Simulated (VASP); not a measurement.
Write the native input for VASP 6.6.1 that does the following.

```yaml
Task: single point
Functional: PBEsol
Potentials_or_basis: VASP PAW PBE potentials, release 64 (Ta_pv, W_sv)
Cutoff: 520 eV
k_mesh: 9 × 9 × 9
Occupations: gaussian, width 0.05 eV
Spin: no spin polarisation
Dipole_correction: no
Further_INCAR_settings: ALGO = Normal; EDIFF = 1e-06; NBANDS = 32
```

The structure of Ta3W lies in POSCAR:

```
Ta3W
1.0
    0.0000000000      3.2671730000      3.2671730000
    3.2671730000      0.0000000000      3.2671730000
    3.2671730000      3.2671730000      0.0000000000
Ta W
3 1
Direct
    0.2500000000      0.2500000000      0.2500000000
    0.7500000000      0.7500000000      0.7500000000
    0.5000000000      0.5000000000      0.5000000000
    0.0000000000      0.0000000000      0.0000000000
```

These files were run (other wordings do the same):

INCAR

```
PREC = Accurate
ENCUT = 520
EDIFF = 1E-6
ISMEAR = 0
SIGMA = 0.05
LREAL = F
LASPH = T
NELM = 80
ALGO = Normal
ISIF = 2
LWAVE = F
LCHARG = F
GGA = PS
NBANDS = 32
```

KPOINTS

```
regular mesh
0
Gamma
  9 9 9
```

Potentials or basis: VASP PAW PBE potentials, release 64 (Ta_pv, W_sv).

Launch:

```bash
$ cat potpaw_PBE.64/Ta_pv/POTCAR potpaw_PBE.64/W_sv/POTCAR > POTCAR
$ mpirun -np 1 vasp_std > vasp.out
```

Results of the run:

```
Pressure : -4.8 GPa
```

Caveat: the PAW data sets were made with another functional, which shifts forces and pressure a little.

It took 40 s on 1 thread of Intel(R) Xeon(R) 6975P-C (Granite Rapids), on a shared host, peak memory 0.24 GiB.
